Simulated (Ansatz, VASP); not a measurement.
**One calculation of MgO, two programs**

```
Mg O
1.0
     3.31529    0.00000    0.00000
    -1.65764    2.87112    0.00000
     0.00000    0.00000    5.12155
Mg O
2 2
Direct
  0.33031 0.70568 0.00632
  0.66969 0.29432 0.50632
  0.33613 0.63062 0.39828
  0.66387 0.36938 0.89828
```

Change from the starting cell: mode 4 frozen in at -0.075 Å and mode 5 at +0.112 Å (largest displacements).

Alike in both runs: task single point; functional PBE; k mesh 9 × 9 × 6; occupations gaussian, width 0.05 eV; no spin polarisation.

|  | VASP | Ansatz |
| --- | --- | --- |
| version | VASP 6.6.1 | Ansatz 0.2.0 |
| potentials or method | VASP PAW PBE potentials, release 64 (Mg, O), cutoff 520 eV | scalar-relativistic, plane waves, PAW |
| valence electrons in the cell | 16 | 32 |

```tsv
	VASP	Ansatz	Ansatz less VASP
gap on the k mesh at the Fermi level (eV)	3.27	3.29	+0.020
least direct gap on the mesh (eV)	3.27	3.29	+0.020
pressure (GPa)	-0.8	-0.3	+0.43
traceless stress, the component that is largest in VASP (GPa)	0.49	0.46	-0.028
rms of the force components (eV/Å)	0.205	0.203	-0.0020
```

Atom by atom the forces differ by 0.002 eV/Å (rms over components). The functional is the same, so the differences come from potentials, cutoffs and numerics. VASP's potentials hold 16 valence electrons a cell and Ansatz's 32, so a difference there can come from the potentials and not from the codes.
